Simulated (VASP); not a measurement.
The system is Ir.

```
Ir
1.0
    -0.00281    1.92172    1.92172
     1.92172   -0.00281    1.92172
     1.92172    1.92172   -0.00281
Ir
1
Direct
  0.00000 0.00000 0.00000
```

Base run:

```yaml
Program: VASP 6.6.1
Functional: r2SCAN
Potentials_or_basis: VASP PAW PBE potentials, release 64 (Ir_sv_GW)
Cutoff: 550 eV
k_mesh: 8 × 8 × 8, shifted
Occupations: fermi-dirac, width 0.1 eV
Spin: no spin polarisation
```

Its results: pressure -2.1 GPa.

The run is repeated on the same cell with these changes: potentials or basis from VASP PAW PBE potentials, release 64 (Ir_sv_GW) to VASP PAW PBE potentials, release 64 (Ir); cutoff from 550 eV to 520 eV; further incar settings from ALGO = Normal; EDIFF = 1e-06; NBANDS = 14; ISYM = 0 to ALGO = Normal; EDIFF = 1e-06; NBANDS = 10; ISYM = 0; valence electrons from 17 to 9. What comes out?

Pressure 2.5 GPa.

Caveats: the PAW data sets were made with another functional, which shifts forces and pressure a little.
